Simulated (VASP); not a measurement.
# SnO2 (P4_2/mnm) in VASP: further runs

SnO2 is run at these levels: PBEsol; tasks: single point.

All numbers are computed with VASP 6.6.1; they aren't measurements. Logs are shortened: lines on timing, memory, paths and dates and some standing lists are left out, and cuts for length are marked.

### 1 The cell of the first run

Symmetry: P4_2/mnm, No. 136, tetragonal system. Conventional cell: a = 4.769 Å, b = 4.769 Å, c = 3.208 Å, α = 90.00°, β = 90.00°, γ = 90.00°. Sn (site symmetry mmm) has 6 O at 2.07 Å within 2.7 Å. Within 2.7 Å of O (site symmetry m2m) lie 3 Sn at 2.07 Å and 1 O at 2.60 Å.

### 2 Single point, PBEsol (12.16 Å³/atom)

INCAR

```
SYSTEM = SnO2
PREC = Accurate ; ENCUT = 520
EDIFF = 1E-7 ; ISMEAR = -1
SIGMA = 0.05 ; LREAL = .False.
LASPH = .True. ; NELM = 60
ALGO = Normal ; ISIF = 2
LWAVE = .False. ; LCHARG = .False.
GGA = PS ; NBANDS = 35
```

KPOINTS

```
Automatic mesh
0
Gamma
  6 6 8
  0 0 0
```

POSCAR

```
SnO2
1.0
    4.7693783979      0.0000000000      0.0000000000
    0.0000000000      4.7693783979      0.0000000000
    0.0000000000      0.0000000000      3.2076032640
Sn O
2 4
Direct
    0.5000000000      0.5000000000      0.5000000000
    0.0000000000      0.0000000000      0.0000000000
    0.8071000000      0.1929000000      0.5000000000
    0.6929000000      0.6929000000      0.0000000000
    0.1929000000      0.8071000000      0.5000000000
    0.3071000000      0.3071000000      0.0000000000
```

Potentials or basis: VASP PAW PBE potentials, release 64 (Sn_d, O).

The run is started by

```sh
cat potpaw_PBE.64/Sn_d/POTCAR potpaw_PBE.64/O/POTCAR > POTCAR
mpirun -np 1 vasp_std > vasp.out
```

OUTCAR:

```text
SYSTEM = SnO2
   PREC = Accurate
   ENCUT = 520
   EDIFF = 1E-7
   ISMEAR = -1
   LREAL = .False.
   LASPH = .True.
   NELM = 60
   ISIF = 2
   GGA = PS

 ion  position               nearest neighbor table
   1  0.500  0.500  0.500-   4 2.07   6 2.07   4 2.07   6 2.07   5 2.07   3 2.07   2 3.73   2 3.73
                             2 3.73   2 3.73   2 3.73   2 3.73   2 3.73   2 3.73
   2  0.000  0.000  0.000-   3 2.07   5 2.07   3 2.07   5 2.07   4 2.07   6 2.07   1 3.73   1 3.73
                             1 3.73   1 3.73   1 3.73   1 3.73   1 3.73   1 3.73
   3  0.807  0.193  0.500-   2 2.07   2 2.07   1 2.07
   4  0.693  0.693  0.000-   1 2.07   1 2.07   2 2.07
   5  0.193  0.807  0.500-   2 2.07   2 2.07   1 2.07
   6  0.307  0.307  0.000-   1 2.07   1 2.07   2 2.07

  LATTYP: Found a simple tetragonal cell.
 ALAT       =     4.7693783979
 C/A-ratio  =     0.6725411566

  Lattice vectors:

 A1 = (   4.7693783979,   0.0000000000,   0.0000000000)
 A2 = (   0.0000000000,   4.7693783979,   0.0000000000)
 A3 = (   0.0000000000,   0.0000000000,   3.2076032640)

Analysis of symmetry for initial positions (statically):
=====================================================================
 Subroutine PRICEL returns:
 Original cell was already a primitive cell.

 Routine SETGRP: Setting up the symmetry group for a
 simple tetragonal supercell.

 Subroutine GETGRP returns: Found 16 space group operations
 (whereof  8 operations were pure point group operations)
 out of a pool of 16 trial point group operations.

The static configuration has the point symmetry D_2h.
 The point group associated with its full space group is D_4h.

Analysis of symmetry for dynamics (positions and initial velocities):
=====================================================================
 Subroutine PRICEL returns:
 Original cell was already a primitive cell.

 Routine SETGRP: Setting up the symmetry group for a
 simple tetragonal supercell.

 Subroutine GETGRP returns: Found 16 space group operations
 (whereof  8 operations were pure point group operations)
 out of a pool of 16 trial point group operations.

The dynamic configuration has the point symmetry D_2h.
 The point group associated with its full space group is D_4h.

 Subroutine INISYM returns: Found 16 space group operations
 (whereof  8 operations are pure point group operations),
 and found     1 'primitive' translations

----------------------------------------------------------------------------------------

                                     Primitive cell

  volume of cell :      72.9633

  direct lattice vectors                    reciprocal lattice vectors
     4.769378398  0.000000000  0.000000000     0.209670929  0.000000000  0.000000000
     0.000000000  4.769378398  0.000000000     0.000000000  0.209670929  0.000000000
     0.000000000  0.000000000  3.207603264     0.000000000  0.000000000  0.311759254

  length of vectors
     4.769378398  4.769378398  3.207603264     0.209670929  0.209670929  0.311759254

  position of ions in fractional coordinates (direct lattice)
     0.500000000  0.500000000  0.500000000
     0.000000000  0.000000000  0.000000000
     0.807100000  0.192900000  0.500000000
     0.692900000  0.692900000  0.000000000
     0.192900000  0.807100000  0.500000000
     0.307100000  0.307100000  0.000000000

  ion indices of the primitive-cell ions
   primitive index   ion index
                 1           1
                 2           2
                 3           3
                 4           4
                 5           5
                 6           6

----------------------------------------------------------------------------------------

 KPOINTS: Automatic mesh

Automatic generation of k-mesh.
 Grid dimensions read from file:
 generate k-points for:    6    6    8

 Generating k-lattice:

  Cartesian coordinates                     Fractional coordinates (reciprocal lattice)
     0.034945155  0.000000000  0.000000000     0.166666667  0.000000000  0.000000000
     0.000000000  0.034945155  0.000000000     0.000000000  0.166666667  0.000000000
     0.000000000  0.000000000  0.038969907     0.000000000  0.000000000  0.125000000

  Length of vectors
     0.034945155  0.034945155  0.038969907

  Shift w.r.t. Gamma in fractional coordinates (k-lattice)
     0.000000000  0.000000000  0.000000000

 Subroutine IBZKPT returns following result:
 ===========================================

 Found     50 irreducible k-points:

 Following reciprocal coordinates:
            Coordinates               Weight
  0.000000  0.000000  0.000000      1.000000
  0.166667  0.000000  0.000000      4.000000
  0.333333  0.000000  0.000000      4.000000
  0.500000  0.000000  0.000000      2.000000
  0.166667  0.166667  0.000000      4.000000
  0.333333  0.166667  0.000000      8.000000
[... 16 lines left out ...]
  0.333333  0.000000  0.250000      8.000000
  0.500000  0.000000  0.250000      4.000000
 [... further k-points ...]
   k-points           NKPTS =     50   k-points in BZ     NKDIM =     50   number of bands    NBANDS=     35
   number of dos      NEDOS =    301   number of ions     NIONS =      6
   total plane-waves  NPLWV =  31104
   dimension x,y,z NGX =    36 NGY =   36 NGZ =   24
   dimension x,y,z NGXF=    72 NGYF=   72 NGZF=   48
   ions per type =               2   4
   NGX,Y,Z   is equivalent  to a cutoff of  12.55, 12.55, 12.44 a.u.
   NGXF,Y,Z  is equivalent  to a cutoff of  25.10, 25.10, 24.88 a.u.
 SYSTEM =  SnO2
   PREC   = accura    normal or accurate (medium, high low for compatibility)
   ISTART =      0    job   : 0-new  1-cont  2-samecut
   ICHARG =      2    charge: 1-file 2-atom 10-const
   ISPIN  =      1    spin polarized calculation?
   LNONCOLLINEAR =      F non collinear calculations
   LSORBIT =      F    spin-orbit coupling
   LASPH  =      T    aspherical Exc in radial PAW
   ENCUT  =  520.0 eV  38.22 Ry    6.18 a.u.   8.87  8.87  5.96*2*pi/ulx,y,z
   NELM   =     60;   NELMIN=  2; NELMDL= -5     # of ELM steps
   EDIFF  = 0.1E-06   stopping-criterion for ELM
   LREAL  =      F    real-space projection
   EDIFFG = 0.1E-05   stopping-criterion for IOM
   NSW    =      0    number of steps for IOM
   IBRION =     -1    ionic relax: 0-MD 1-quasi-New 2-CG
   NFREE  =      0    steps in history (QN), initial steepest desc. (CG)
   ISIF   =      2    stress and relaxation
   ISYM   =      2    0-nonsym 1-usesym 2-fastsym
   POTIM  = 0.5000    time-step for ionic-motion
   TEBEG  =    0.0;   TEEND  =   0.0 temperature during run
   PSTRESS=    0.0 pullay stress
   NELECT =      52.0000    total number of electrons
   NUPDOWN=      -1.0000    fix difference up-down
   EMIN   =  10.00;   EMAX   =-10.00  energy-range for DOS
   EFERMI =   0.00;   METHOD = LEGACY
   ISMEAR =    -1;   SIGMA  =   0.05  broadening in eV -4-tet -1-fermi 0-gaus
   EFERMI_NEDOS =   21; number of points for ismear=-14 and -15
   IALGO  =     38    algorithm
   IMIX   =      4    mixing-type and parameters
     AMIX     =   0.40;   BMIX     =  1.00
     AMIX_MAG =   1.60;   BMIX_MAG =  1.00
  volume/ion in A,a.u.               =      12.16        82.06
  Fermi-wavevector in a.u.,A,eV,Ry     =   1.462316  2.763376 29.094261  2.138368
  Thomas-Fermi vector in A             =   2.578544
   LORBIT       =      0    0 simple, 1 ext, 2 COOP (PROOUT), +10 PAW based schemes
   GGA     = PS    functional components
   LHFCALC =     F    Hartree Fock is set to
   AEXX    =    0.0000 exact exchange contribution
   IVDW    =     0    specifies the selected vdW correction
   LEPSILON=     F    determine dielectric tensor
   LRPA    =     F    only Hartree local field effects (RPA)
 non-spin polarized calculation
  energy-cutoff  :      520.00
  volume of cell :       72.96
 maximum number of plane-waves:      1992
 NGX is ok and might be reduce to    36
   NGX = 17   NGY = 17   NGZ = 11

 number of electron      52.0000009 magnetization

 Free energy of the ion-electron system (eV)
  ---------------------------------------------------
  ext. energy  EPLUGINS =         0.00000000
  ---------------------------------------------------
  free energy    TOTEN  =       -39.66719421 eV

  energy without entropy =      -39.66719349  energy(sigma->0) =      -39.66719385

 E-fermi :   6.2740     XC(G=0): -11.4300

 val. band max:        5.7872515521   @ k =   0.0000   0.0000   0.0000
 cond. band min:       6.7380851427   @ k =   0.0000   0.0000   0.0000
 fundamental gap:      0.9508335906
 Fermi energy:         6.2739965467

 k-point     1 :       0.0000    0.0000    0.0000
  band No.  band energies     occupation
      1     -15.2138      2.00000
      2     -14.4751      2.00000
      3     -14.2121      2.00000
      4     -14.1899      2.00000
      5     -14.1899      2.00000
      6     -14.1103      2.00000
[... 27 lines left out ...]
     34      17.5233      0.00000
     35      18.0847      0.00000

 k-point     2 :       0.1667    0.0000    0.0000
  band No.  band energies     occupation
      1     -15.1727      2.00000
      2     -14.5205      2.00000
      3     -14.2118      2.00000
      4     -14.1881      2.00000
      5     -14.1881      2.00000
      6     -14.1462      2.00000
[... 27 lines left out ...]
     34      17.5495      0.00000
     35      18.0485      0.00000

 k-point     3 :       0.3333    0.0000    0.0000
  band No.  band energies     occupation
      1     -15.0536      2.00000
      2     -14.6693      2.00000
      3     -14.2108      2.00000
      4     -14.1912      2.00000
      5     -14.1845      2.00000
      6     -14.1844      2.00000
[... 27 lines left out ...]
     34      17.7459      0.00000
     35      18.0159      0.00000
[... 723 lines left out ...]
 k-point    23 :       0.3333    0.0000    0.2500
  band No.  band energies     occupation
      1     -14.9388      2.00000
      2     -14.8016      2.00000
      3     -14.4847      2.00000
      4     -14.2675      2.00000
      5     -14.1052      2.00000
      6     -14.0988      2.00000
[... 27 lines left out ...]
     34      17.7284      0.00000
     35      17.9783      0.00000

 k-point    24 :       0.5000    0.0000    0.2500
  band No.  band energies     occupation
      1     -14.8904      2.00000
      2     -14.8904      2.00000
      3     -14.3635      2.00000
      4     -14.3635      2.00000
      5     -14.1002      2.00000
      6     -14.1002      2.00000
[... 27 lines left out ...]
     34      17.9467      0.00000
     35      18.0622      0.00000

 [... further k-points ...]

------------------------ aborting loop because EDIFF is reached ----------------------------------------

  FORCE on cell =-STRESS in cart. coord.  units (eV):
  Direction    XX          YY          ZZ          XY          YZ          ZX
  --------------------------------------------------------------------------------------
  -------------------------------------------------------------------------------------
  Total        0.3790425      0.3790425      0.8111219     -0.0000000      0.0000000      0.0000000
  in kB        8.3232757      8.3232757     17.8111718     -0.0000000      0.0000000      0.0000000
  external PRESSURE =      11.4859077 kB  Pullay stress =       0.0000000 kB

 VOLUME and BASIS-vectors are now :
 -----------------------------------------------------------------------------
  energy-cutoff  :      520.00
  volume of cell :       72.96
      direct lattice vectors                 reciprocal lattice vectors
     4.769378398  0.000000000  0.000000000     0.209670929  0.000000000  0.000000000
     0.000000000  4.769378398  0.000000000     0.000000000  0.209670929  0.000000000
     0.000000000  0.000000000  3.207603264     0.000000000  0.000000000  0.311759254

 POSITION                                       TOTAL-FORCE (eV/Angst)
 -----------------------------------------------------------------------------------
      2.38469      2.38469      1.60380         0.000000      0.000000     -0.000000
      0.00000      0.00000      0.00000         0.000000      0.000000     -0.000000
      3.84937      0.92001      1.60380        -0.104512      0.104512     -0.000000
      3.30470      3.30470      0.00000         0.104512      0.104512     -0.000000
      0.92001      3.84937      1.60380         0.104512     -0.104512     -0.000000
      1.46468      1.46468      0.00000        -0.104512     -0.104512      0.000000
 -----------------------------------------------------------------------------------
    total drift:                               -0.000000      0.000000      0.000000

  FREE ENERGIE OF THE ION-ELECTRON SYSTEM (eV)
  ---------------------------------------------------
  free  energy   TOTEN  =       -39.6671942089 eV

  energy  without entropy=      -39.6671934900  energy(sigma->0) =      -39.66719385
```

Run time: 54 s. Hardware: 1 thread of AMD EPYC 9R45 (Zen 5), shared host; peak memory 0.2 GiB.

What came out:

```
Free energy            : -39.6672 eV
Pressure               : 1.1 GPa
Largest force          : 0.148 eV/Å
Band gap on the k mesh : 0.95 eV
```

Forces on the atoms (eV/Å):
```
Sn   0.000  0.000  0.000
Sn   0.000  0.000  0.000
O   -0.105  0.105  0.000
O    0.105  0.105  0.000
O    0.105 -0.105  0.000
O   -0.105 -0.105  0.000
```

Caveat: the PAW data sets were made with another functional, which shifts forces and pressure a little; spin-orbit coupling is left out, which moves the levels of the heavy elements.

(Part 1 of 2 ends here.)
